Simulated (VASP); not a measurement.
Set up this calculation in VASP 6.6.1, as the native input.

```
Task                   : single point
Functional             : PBE
Potentials or basis    : VASP PAW PBE potentials, release 64 (Cl)
Cutoff                 : 520 eV
k mesh                 : 7 × 7 × 4
Occupations            : fermi-dirac, width 0.05 eV
Spin                   : no spin polarisation
Dipole correction      : no
Further INCAR settings : ALGO = Normal; EDIFF = 1e-06; NBANDS = 22
```

The structure of Cl lies in POSCAR:

```
Cl
1.0
    3.1863863250     -2.2796086586      0.0000000000
    3.1863863250      2.2796086586      0.0000000000
    0.0000000000      0.0000000000      8.3180387054
Cl
4
Direct
    0.3700000000      0.6300000000      0.4000000000
    0.1300000000      0.8700000000      0.9000000000
    0.6300000000      0.3700000000      0.6000000000
    0.8700000000      0.1300000000      0.1000000000
```

One way to write it, as run:

INCAR

```
SYSTEM = Cl
PREC = Accurate
ENCUT = 520
EDIFF = 1E-6
ISMEAR = -1
SIGMA = 0.05
LREAL = .False.
LASPH = .True.
NELM = 80
ALGO = Normal
ISIF = 2
LWAVE = .False.
LCHARG = .False.
GGA = PE
NBANDS = 22
```

KPOINTS

```
regular mesh
0
Gamma
  7 7 4
  0 0 0
```

Potentials or basis: VASP PAW PBE potentials, release 64 (Cl).

Command:

```console
$ cat potpaw_PBE.64/Cl/POTCAR > POTCAR
$ mpirun -np 1 vasp_std > vasp.out
```

It gave:

```json
{"Pressure": "-0.7 GPa", "Largest force": "0.567 eV/Å", "Band gap on the k mesh": "2.40 eV (least direct gap 2.45 eV)"}
```

Caveat: this functional lacks dispersion, which holds the molecules together, so the pressure and a relaxed volume are unreliable.

Wall time 100 s on 1 thread of Oxide Virtual Turin-like Processor, on a shared host, peak memory 0.22 GiB.
